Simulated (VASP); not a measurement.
Write the native input for VASP 6.6.1 that does the following.

```yaml
Task: single point
Functional: PBE
Dispersion: D3(BJ)
Potentials_or_basis: VASP PAW PBE potentials, release 64 (Al, O)
Cutoff: 520 eV
k_mesh: 9 × 9 × 4
Occupations: gaussian, width 0.05 eV
Spin: no spin polarisation
Dipole_correction: no
Further_INCAR_settings: ALGO = Normal; EDIFF = 1e-06; NBANDS = 20
```

The structure of Al2O3 lies in POSCAR:

```
Al2O3
1.0
    2.8385000000      0.0000000000      0.0000000000
   -1.4192500000      2.4582131086      0.0000000000
    0.0000000000      0.0000000000      7.5151000000
Al O
2 3
Direct
    0.0000000000      0.0000000000      0.1907358529
    0.0000000000      0.0000000000      0.8092641471
    0.3333333333      0.6666666667      0.2840924954
    0.6666666667      0.3333333333      0.0000000000
    0.3333333333      0.6666666667      0.7159075046
```

The input as run:

INCAR

```
PREC     = Accurate       # precision mode
ENCUT    = 520            # plane-wave cutoff, eV
EDIFF    = 1E-6           # SCF threshold, eV
ISMEAR   = 0              # smearing method
SIGMA    = 0.05           # smearing width, eV
LREAL    = F              # projectors in reciprocal space
LASPH    = T              # aspherical terms in the spheres
NELM     = 80             # most SCF steps
ALGO     = Normal         # electronic algorithm
ISIF     = 2              # what is computed and relaxed
LWAVE    = F              # write WAVECAR
LCHARG   = F              # write CHGCAR
GGA      = PE             # functional
IVDW     = 12             # dispersion correction
NBANDS   = 20             # bands
```

KPOINTS

```
Automatic mesh
0
Gamma
  9 9 4
```

Potentials or basis: VASP PAW PBE potentials, release 64 (Al, O).

Command:

```bash
$ cat potpaw_PBE.64/Al/POTCAR potpaw_PBE.64/O/POTCAR > POTCAR
$ mpirun -np 1 vasp_std > vasp.out
```

Results of the run:

```
Pressure                   : 0.8 GPa
Largest force              : 0.491 eV/Å
Band gap on the k mesh     : 4.85 eV, indirect (least direct gap 4.99 eV)
Dispersion energy per atom : -0.193 eV
```

Run time: 26 s on 1 thread of AMD EPYC 9R45 96-Core Processor (Zen 5), with other jobs on the host, peak memory 0.17 GiB.
